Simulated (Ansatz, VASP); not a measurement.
**Two plane-wave programs on BP2**

```
CELL_PARAMETERS angstrom
-2.81178 2.81178 2.30708
2.81178 -2.81178 2.30708
2.81178 2.81178 -2.30708
ATOMIC_POSITIONS crystal
B 0.75000 0.75000 0.00000
B 0.25000 0.25000 0.00000
P 0.29648 0.79648 0.09297
P 0.20352 0.29648 0.50000
P 0.70352 0.20352 0.90703
P 0.79648 0.70352 0.50000
```

Change from the starting cell: species swapped into the Sc2Co type (I4/mcm, No. 140).

Alike in both runs: functional PBE; k mesh 4 × 4 × 4; occupations gaussian, width 0.2 eV; no spin polarisation.

Ansatz relaxed the structure, and its values are those at the end. VASP's run is a single point on that final structure, the one shown.

|  | VASP | Ansatz |
| --- | --- | --- |
| version | VASP 6.6.1 | Ansatz 0.2.0 |
| potentials or method | VASP PAW PBE potentials, release 64 (B, P), cutoff 500 eV | scalar-relativistic, plane waves, PAW |
| valence electrons in the cell | 26 | 26 |

Ansatz gave:

```
gap on the k mesh at the Fermi level (eV) : none
pressure (GPa)                            : 0.0
rms of the force components (eV/Å)        : 0.006
```

Question: Which values does VASP return?

Answer: gap on the k mesh at the Fermi level (eV): none; pressure (GPa): -0.2; rms of the force components (eV/Å): 0.009.

A gap of «none» marks a metal or a gap that the smearing closes.

The k mesh is coarse, so the values compare programs but aren't converged.
